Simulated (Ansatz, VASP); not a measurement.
**V in VASP and in Ansatz**

```xyz
2
Lattice="2.6043 0.0000 0.0000 -1.3021 2.2554 0.0000 0.0000 0.0000 4.7233" Properties=species:S:1:pos:R:3 pbc="T T T"
V     0.0000    1.5036    1.1808
V     1.3021    0.7518    3.5425
```

Alike in both runs: task single point; functional PBEsol; k mesh 12 × 12 × 6; occupations fermi-dirac, width 0.05 eV; collinear spin.

```csv
,VASP,Ansatz
version,VASP 6.6.1,Ansatz 0.2.0
potentials or method,"VASP PAW PBE potentials, release 64 (V_sv), cutoff 520 eV","all-electron LAPW, scalar-relativistic"
```

VASP gave:

| Quantity | Value |
| --- | --- |
| gap on the k mesh at the Fermi level (eV) | none |
| pressure (GPa) | -7.0 |
| traceless stress, the component that is largest in VASP (GPa) | -0.12 |
| net moment per atom (μB) | 0.00 |

Task: Estimate Ansatz's values.

Result: gap on the k mesh at the Fermi level (eV): none; pressure (GPa): -7.2; traceless stress, the component that is largest in VASP (GPa): -0.09; net moment per atom (μB): 0.00.

VASP's potentials were made for PBE, not for PBEsol. A gap of «none» marks a metal or a gap that the smearing closes. Ansatz ran all-electron here, and VASP with PAW potentials.
